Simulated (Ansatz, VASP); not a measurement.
**PbS: VASP beside Ansatz**

Contents of INCAR:

```
ALGO     = Normal         # electronic algorithm
EDIFF    = 1E-6           # SCF threshold, eV
ENCUT    = 520            # plane-wave cutoff, eV
ISIF     = 2              # what is computed and relaxed
ISMEAR   = -1             # smearing method
LASPH    = T              # aspherical terms in the spheres
LCHARG   = T              # write CHGCAR
LELF     = T              # ELF
LREAL    = F              # projectors in reciprocal space
LVHAR    = T            
LWAVE    = F              # write WAVECAR
NBANDS   = 17             # bands
NELM     = 80             # most SCF steps
PREC     = Accurate       # precision mode
SIGMA    = 0.01           # smearing width, eV
```

Contents of KPOINTS:

```
k-points
0
Gamma
  8 8 8
```

Contents of POSCAR:

```
PbS
1.0
    0.0000000000      2.9650000000      2.9353500000
    2.9650000000      0.0000000000      2.9353500000
    2.9650000000      2.9650000000      0.0000000000
Pb S
1 1
Direct
    0.0000000000      0.0000000000      0.0000000000
    0.5000000000      0.5000000000      0.5000000000
```

Input for Ansatz:

```yaml
crystal:
  lattice:
    - [0.0, 2.965, 2.93535]
    - [2.965, 0.0, 2.93535]
    - [2.965, 2.965, 0.0]
  atoms:
    - { symbol: Pb, position: [0.0, 0.0, 0.0] }
    - { symbol: S, position: [0.5, 0.5, 0.5] }
kpoints:
  mp_grid: { grid: [8, 8, 8] }
  band_path:
    path:
      - [0.0, 0.0, 0.0]
      - [0.0, 0.5, 0.5]
      - [0.25, 0.75, 0.5]
      - [0.0, 0.5, 0.0]
      - [0.0, 0.0, 0.0]
      - [0.5, 0.5, 0.0]
      - [0.3775380063, 0.6224619937, 0.0]
      - [-0.3775380063, 0.3775380063, 0.0]
      - [0.0, 0.0, 0.0]
    npoints: 5
scf:
  occupations: { method: fermi_dirac, width: 0.01 }
hamiltonian:
  xc: lda
  pseudopotentials: { kind: all_electron, lapw: { basis_error: 0.0005 } }
output:
  forces: true
  stress: true
  eigenvalues: true
```

Change from the starting cell: zz strain of -1 %.

Alike in both runs: task single point; functional LDA; k mesh 8 × 8 × 8; occupations fermi-dirac, width 0.01 eV; no spin polarisation.

|  | VASP | Ansatz |
| --- | --- | --- |
| version | VASP 6.6.1 | Ansatz 0.2.0 |
| potentials or method | VASP PAW LDA potentials, release 64 (Pb_d, S), cutoff 520 eV | all-electron LAPW, scalar-relativistic |

Ansatz gave:

```
pressure (GPa)                                                : -2.0
traceless stress, the component that is largest in VASP (GPa) : 0.86
```

Estimate VASP's values.

pressure (GPa): -1.9; traceless stress, the component that is largest in VASP (GPa): 0.86.

LDA's correlation is that of Perdew and Zunger in VASP and of Perdew and Wang (1992) in Ansatz. Ansatz ran all-electron here, and VASP with PAW potentials.

Spin-orbit coupling is off throughout.
